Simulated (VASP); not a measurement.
Cu, 4 atoms in the cell. Symmetry: C2/m, No. 12, monoclinic system. Conventional cell: a = 4.497 Å, b = 2.576 Å, c = 8.438 Å, α = 90.00°, β = 100.65°, γ = 90.00°. Within 3.4 Å of Cu (site symmetry m) lie 12 Cu at 2.54 to 2.59 Å. Cu (site symmetry m) has 12 Cu at 2.55 to 2.59 Å within 3.4 Å. 

| Item | Value |
| --- | --- |
| Program | VASP 6.6.1 |
| Task | single point |
| Functional | PBE |
| Potentials or basis | VASP PAW PBE potentials, release 64 (Cu) |
| Cutoff | 520 eV |
| k mesh | 6 × 6 × 4 |
| Occupations | gaussian, width 0.1 eV |
| Spin | no spin polarisation |
| Dipole correction | no |
| Further INCAR settings | ALGO = Normal; EDIFF = 1e-07; NBANDS = 30 |

Potentials or basis: VASP PAW PBE potentials, release 64 (Cu).

Launch:

```bash
$ cat potpaw_PBE.64/Cu/POTCAR > POTCAR
$ mpirun -np 1 vasp_std > vasp.out
```

Hardware: 1 thread of Intel(R) Xeon(R) 6975P-C (Granite Rapids) (shared host).

Task: How long does it take, and how much memory?

Result: Run time: 48 s on 1 thread of Intel(R) Xeon(R) 6975P-C (Granite Rapids), with other jobs on the host, peak memory 0.18 GiB. Counts: scf iterations 17, k points 47.
